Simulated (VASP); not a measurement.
# C (Im-3m) in VASP: relaxation of cell and atoms with r2SCAN

Aim: the relaxation of cell and atoms of C with r2SCAN.

All numbers are computed with VASP 6.6.1; they aren't measurements. Logs are shortened: lines on timing, memory, paths and dates and some standing lists are left out, and cuts for length are marked.

## Step 1: The cell of the first run

It takes space group Im-3m (No. 229, cubic). Conventional cell: a = 4.843 Å, b = 4.843 Å, c = 4.843 Å, α = 90.00°, β = 90.00°, γ = 90.00°. C (site symmetry 3m) has 4 C at 1.47 to 1.58 Å within 2.0 Å.

## Step 2: Relaxation of cell and atoms, r2SCAN

The input, POSCAR:

```
C
1.0
   -2.4217198476      2.4217198476      2.4217198476
    2.4217198476     -2.4217198476      2.4217198476
    2.4217198476      2.4217198476     -2.4217198476
C
8
Direct
    0.3253069600      0.0000000000      0.0000000000
    0.6746930400      0.6746930400      0.6746930400
    0.0000000000      0.3253069600      0.0000000000
    0.0000000000      0.0000000000      0.3253069600
    0.0000000000      0.6746930400      0.0000000000
    0.3253069600      0.3253069600      0.3253069600
    0.6746930400      0.0000000000      0.0000000000
    0.0000000000      0.0000000000      0.6746930400
```

The input, INCAR.step1:

```
SYSTEM = C
  PREC = Accurate
  ENCUT = 600
  ISMEAR = 0
  SIGMA = 0.02
  LREAL = .FALSE.
  LASPH = .TRUE.
  NELM = 60
  GGA = PE
  ALGO = Normal
  EDIFF = 1E-4
  LWAVE = .TRUE.
  LCHARG = .FALSE.
```

The input, INCAR.step2:

```
SYSTEM = C
  PREC = Accurate
  ENCUT = 600
  EDIFF = 1E-6
  ISMEAR = 0
  SIGMA = 0.02
  LREAL = .FALSE.
  LASPH = .TRUE.
  NELM = 60
  ALGO = Normal
  ISIF = 3
  LWAVE = .FALSE.
  LCHARG = .FALSE.
  METAGGA = R2SCAN
  LMIXTAU = .TRUE.
  IBRION = 2
  NSW = 100
  EDIFFG = -0.005
  ISTART = 1
```

The input, KPOINTS:

```
regular mesh
0
G
  8 8 8
  0 0 0
```

Potentials or basis: VASP PAW PBE potentials, release 64 (C).

On the command line:

```
$ cat potpaw_PBE.64/C/POTCAR > POTCAR
$ cp INCAR.step1 INCAR
$ mpirun -np 1 vasp_std > vasp.out
$ cp INCAR.step2 INCAR
$ mpirun -np 1 vasp_std > vasp.out
```

OUTCAR:

```text
SYSTEM = C
   PREC = Accurate
   ENCUT = 600
   EDIFF = 1E-6
   ISMEAR = 0
   LREAL = .FALSE.
   LASPH = .TRUE.
   NELM = 60
   ISIF = 3
   METAGGA = R2SCAN
   IBRION = 2
   NSW = 100
   EDIFFG = -0.005
   ISTART = 1

 ion  position               nearest neighbor table
   1  0.325  0.000  0.000-   7 1.47   6 1.58   5 1.58   8 1.58
   2  0.675  0.675  0.675-   6 1.47   5 1.58   7 1.58   8 1.58
   3  0.000  0.325  0.000-   5 1.47   6 1.58   7 1.58   8 1.58
   4  0.000  0.000  0.325-   8 1.47   6 1.58   7 1.58   5 1.58
   5  0.000  0.675  0.000-   3 1.47   2 1.58   1 1.58   4 1.58
   6  0.325  0.325  0.325-   2 1.47   1 1.58   3 1.58   4 1.58
   7  0.675  0.000  0.000-   1 1.47   2 1.58   3 1.58   4 1.58
   8  0.000  0.000  0.675-   4 1.47   2 1.58   3 1.58   1 1.58

  LATTYP: Found a body centered cubic cell.
 ALAT       =     4.8434396952

  Lattice vectors:

 A1 = (  -2.4217198476,   2.4217198476,   2.4217198476)
 A2 = (   2.4217198476,  -2.4217198476,   2.4217198476)
 A3 = (   2.4217198476,   2.4217198476,  -2.4217198476)

Analysis of symmetry for initial positions (statically):
=====================================================================
 Subroutine PRICEL returns:
 Original cell was already a primitive cell.

 Routine SETGRP: Setting up the symmetry group for a
 body centered cubic supercell.

 Subroutine GETGRP returns: Found 48 space group operations
 (whereof 48 operations were pure point group operations)
 out of a pool of 48 trial point group operations.

The static configuration has the point symmetry O_h .

Analysis of symmetry for dynamics (positions and initial velocities):
=====================================================================
 Subroutine PRICEL returns:
 Original cell was already a primitive cell.

 Routine SETGRP: Setting up the symmetry group for a
 body centered cubic supercell.

 Subroutine GETGRP returns: Found 48 space group operations
 (whereof 48 operations were pure point group operations)
 out of a pool of 48 trial point group operations.

The dynamic configuration has the point symmetry O_h .

 Subroutine INISYM returns: Found 48 space group operations
 (whereof 48 operations are pure point group operations),
 and found     1 'primitive' translations

----------------------------------------------------------------------------------------

                                     Primitive cell

  volume of cell :      56.8109

  direct lattice vectors                    reciprocal lattice vectors
    -2.421719848  2.421719848  2.421719848     0.000000000  0.206464840  0.206464840
     2.421719848 -2.421719848  2.421719848     0.206464840  0.000000000  0.206464840
     2.421719848  2.421719848 -2.421719848     0.206464840  0.206464840  0.000000000

  length of vectors
     4.194541818  4.194541818  4.194541818     0.291985376  0.291985376  0.291985376

  position of ions in fractional coordinates (direct lattice)
     0.325306960  0.000000000  0.000000000
     0.674693040  0.674693040  0.674693040
     0.000000000  0.325306960  0.000000000
     0.000000000  0.000000000  0.325306960
     0.000000000  0.674693040  0.000000000
     0.325306960  0.325306960  0.325306960
     0.674693040  0.000000000  0.000000000
     0.000000000  0.000000000  0.674693040

  ion indices of the primitive-cell ions
   primitive index   ion index
                 1           1
                 2           2
                 3           3
                 4           4
                 5           5
                 6           6
                 7           7
                 8           8

----------------------------------------------------------------------------------------

 KPOINTS: regular mesh

Automatic generation of k-mesh.
 Grid dimensions read from file:
 generate k-points for:    8    8    8

 Generating k-lattice:

  Cartesian coordinates                     Fractional coordinates (reciprocal lattice)
     0.000000000  0.025808105  0.025808105     0.125000000  0.000000000  0.000000000
     0.025808105  0.000000000  0.025808105     0.000000000  0.125000000  0.000000000
     0.025808105  0.025808105  0.000000000     0.000000000  0.000000000  0.125000000

  Length of vectors
     0.036498172  0.036498172  0.036498172

  Shift w.r.t. Gamma in fractional coordinates (k-lattice)
     0.000000000  0.000000000  0.000000000

 Subroutine IBZKPT returns following result:
 ===========================================

 Found     29 irreducible k-points:

 Following reciprocal coordinates:
            Coordinates               Weight
  0.000000  0.000000  0.000000      1.000000
  0.125000  0.000000  0.000000     12.000000
  0.250000  0.000000  0.000000     12.000000
  0.375000  0.000000  0.000000     12.000000
  0.500000  0.000000  0.000000      6.000000
  0.125000  0.125000  0.000000     24.000000
[... 16 lines left out ...]
 -0.250000  0.250000  0.250000      6.000000
 -0.375000  0.375000  0.250000     24.000000
 [... further k-points ...]
   k-points           NKPTS =     29   k-points in BZ     NKDIM =     29   number of bands    NBANDS=     21
   number of dos      NEDOS =    301   number of ions     NIONS =      8
   total plane-waves  NPLWV =  46656
   dimension x,y,z NGX =    36 NGY =   36 NGZ =   36
   dimension x,y,z NGXF=    72 NGYF=   72 NGZF=   72
   ions per type =               8
   NGX,Y,Z   is equivalent  to a cutoff of  14.27, 14.27, 14.27 a.u.
   NGXF,Y,Z  is equivalent  to a cutoff of  28.54, 28.54, 28.54 a.u.
 SYSTEM =  C
   PREC   = accura    normal or accurate (medium, high low for compatibility)
   ISTART =      1    job   : 0-new  1-cont  2-samecut
   ICHARG =      0    charge: 1-file 2-atom 10-const
   ISPIN  =      1    spin polarized calculation?
   LNONCOLLINEAR =      F non collinear calculations
   LSORBIT =      F    spin-orbit coupling
   LASPH  =      T    aspherical Exc in radial PAW
   ENCUT  =  600.0 eV  44.10 Ry    6.64 a.u.   8.38  8.38  8.38*2*pi/ulx,y,z
   NELM   =     60;   NELMIN=  2; NELMDL=  0     # of ELM steps
   EDIFF  = 0.1E-05   stopping-criterion for ELM
   LREAL  =      F    real-space projection
   EDIFFG = -.5E-02   stopping-criterion for IOM
   NSW    =    100    number of steps for IOM
   IBRION =      2    ionic relax: 0-MD 1-quasi-New 2-CG
   NFREE  =      1    steps in history (QN), initial steepest desc. (CG)
   ISIF   =      3    stress and relaxation
   ISYM   =      2    0-nonsym 1-usesym 2-fastsym
   POTIM  = 0.5000    time-step for ionic-motion
   TEBEG  =    0.0;   TEEND  =   0.0 temperature during run
   PSTRESS=    0.0 pullay stress
   NELECT =      32.0000    total number of electrons
   NUPDOWN=      -1.0000    fix difference up-down
   EMIN   =  10.00;   EMAX   =-10.00  energy-range for DOS
   EFERMI =   0.00;   METHOD = LEGACY
   ISMEAR =     0;   SIGMA  =   0.02  broadening in eV -4-tet -1-fermi 0-gaus
   EFERMI_NEDOS =   21; number of points for ismear=-14 and -15
   IALGO  =     38    algorithm
   IMIX   =      4    mixing-type and parameters
     AMIX     =   0.40;   BMIX     =  1.00
     AMIX_MAG =   1.60;   BMIX_MAG =  1.00
  volume/ion in A,a.u.               =       7.10        47.92
  Fermi-wavevector in a.u.,A,eV,Ry     =   1.352013  2.554934 24.870629  1.827940
  Thomas-Fermi vector in A             =   2.479387
   LORBIT       =      0    0 simple, 1 ext, 2 COOP (PROOUT), +10 PAW based schemes
   METAGGA = R2SCAN    functional components
   LHFCALC =     F    Hartree Fock is set to
   AEXX    =    0.0000 exact exchange contribution
   IVDW    =     0    specifies the selected vdW correction
   LEPSILON=     F    determine dielectric tensor
   LRPA    =     F    only Hartree local field effects (RPA)
 conjugate gradient relaxation of ions
 non-spin polarized calculation
 Gauss-broadening in eV      SIGMA  =   0.02
  energy-cutoff  :      600.00
  volume of cell :       56.81
 maximum number of plane-waves:      1926
 NGX is ok and might be reduce to    36
   NGX = 17   NGY = 17   NGZ = 17

--------------------------------------- Ionic step        1  -------------------------------------------

 number of electron      32.0000001 magnetization

 Free energy of the ion-electron system (eV)
  ---------------------------------------------------
  ext. energy  EPLUGINS =         0.00000000
  ---------------------------------------------------
  free energy    TOTEN  =       -73.02298415 eV

  energy without entropy =      -73.02298415  energy(sigma->0) =      -73.02298415

------------------------ aborting loop because EDIFF is reached ----------------------------------------

  FORCE on cell =-STRESS in cart. coord.  units (eV):
  Direction    XX          YY          ZZ          XY          YZ          ZX
  --------------------------------------------------------------------------------------
  -------------------------------------------------------------------------------------
  Total        1.2410334      1.2410334      1.2410334      0.0000000     -0.0000000      0.0000000
  in kB       34.9995415     34.9995415     34.9995415      0.0000000     -0.0000000      0.0000000
  external PRESSURE =      34.9995415 kB  Pullay stress =       0.0000000 kB
[... 153 lines left out ...]
  energy  without entropy=      -73.0272855535  energy(sigma->0) =      -73.02728555

--------------------------------------- Ionic step        5  -------------------------------------------

 number of electron      32.0000001 magnetization

 Free energy of the ion-electron system (eV)
  ---------------------------------------------------
  ext. energy  EPLUGINS =         0.00000000
  ---------------------------------------------------
  free energy    TOTEN  =       -73.02986432 eV

  energy without entropy =      -73.02986432  energy(sigma->0) =      -73.02986432

 E-fermi :   6.6781     XC(G=0): -12.4518

 val. band max:        6.5947218331   @ k =   0.5000   0.5000   0.5000
 cond. band min:       9.7531979562   @ k =   0.1250   0.1250   0.1250
 fundamental gap:      3.1584761231
 Fermi energy:         6.6781013162

 k-point     1 :       0.0000    0.0000    0.0000
  band No.  band energies     occupation
      1     -15.4545      2.00000
      2      -6.9649      2.00000
      3      -6.9649      2.00000
      4      -6.9649      2.00000
      5      -6.1053      2.00000
      6      -6.1053      2.00000
[... 550 lines left out ...]
      5      -4.8519      2.00000
      6      -3.2099      2.00000
[... 13 lines left out ...]
     20      12.9411      0.00000
     21      13.3527      0.00000

 [... further k-points ...]
[... 5 lines left out ...]
  --------------------------------------------------------------------------------------
  -------------------------------------------------------------------------------------
  Total       -0.0064389     -0.0064389     -0.0064389      0.0000000     -0.0000000      0.0000000
  in kB       -0.1797462     -0.1797462     -0.1797462      0.0000000     -0.0000000      0.0000000
  external PRESSURE =      -0.1797462 kB  Pullay stress =       0.0000000 kB
[... 23 lines left out ...]
  FREE ENERGIE OF THE ION-ELECTRON SYSTEM (eV)
  ---------------------------------------------------
  free  energy   TOTEN  =       -73.0298643221 eV

  energy  without entropy=      -73.0298643221  energy(sigma->0) =      -73.02986432

 reached required accuracy - stopping structural energy minimisation
```

Run time: 8.3 min. Hardware: 1 thread of Intel Xeon 8259CL, shared host; peak memory 0.22 GiB.

Results:

```
Free energy                           : -73.0299 eV
Relaxed volume                        : 7.17 Å³/atom
Relaxed cell                          : a = 4.209 Å, b = 4.209 Å, c = 4.209 Å, α = 109.47°, β = 109.47°, γ = 109.47°
Space group after relaxing (to 0.1 Å) : Im-3m (No. 229)
Energy gained by relaxing             : 0.9 meV/atom
Ionic steps                           : 5
Pressure after relaxing               : 0.0 GPa
Band gap on the k mesh                : 3.16 eV (least direct gap 4.13 eV)
```

Step by step:
| step | energy change (eV) | largest force (eV/Å) | pressure (GPa) | volume (Å³) |
| --- | --- | --- | --- | --- |
| 1 | 0.0000 | 0.1494 | 3.50 | 56.81 |
| 2 | 0.0184 | 0.6064 | -4.49 | 58.10 |
| 3 | -0.0059 | 0.1095 | 0.77 | 57.23 |
| 4 | -0.0043 | 0.1689 | -1.30 | 57.66 |
| 5 | -0.0069 | 0.0010 | -0.02 | 57.39 |

Final structure:
```
C
1.0
    -2.42997    2.42997    2.42997
     2.42997   -2.42997    2.42997
     2.42997    2.42997   -2.42997
C
8
Direct
  0.32556 0.00000 0.00000
  0.67444 0.67444 0.67444
  0.00000 0.32556 0.00000
  0.00000 0.00000 0.32556
  0.00000 0.67444 0.00000
  0.32556 0.32556 0.32556
  0.67444 0.00000 0.00000
  0.00000 0.00000 0.67444
```

Levels at points of the mesh, in eV from the valence-band top:
```tsv
k point	band 12	band 13	band 14	band 15	band 16	band 17	band 18	band 19	band 20	band 21
(0.00, 0.00, 0.00)	-5.44	-5.44	-0.35	-0.35	-0.35	4.19	4.19	4.19	8.49	9.13
(0.50, 0.00, 0.00)	-5.03	-3.41	-3.21	-2.43	-2.24	4.14	5.68	6.22	6.65	7.54
(0.50, 0.50, 0.50)	-6.62	-6.62	0.00	0.00	0.00	4.13	6.16	6.16	6.16	8.94
```

Caveat: the PAW data sets were made with another functional, which shifts forces and pressure a little. A k mesh can miss the band edges.
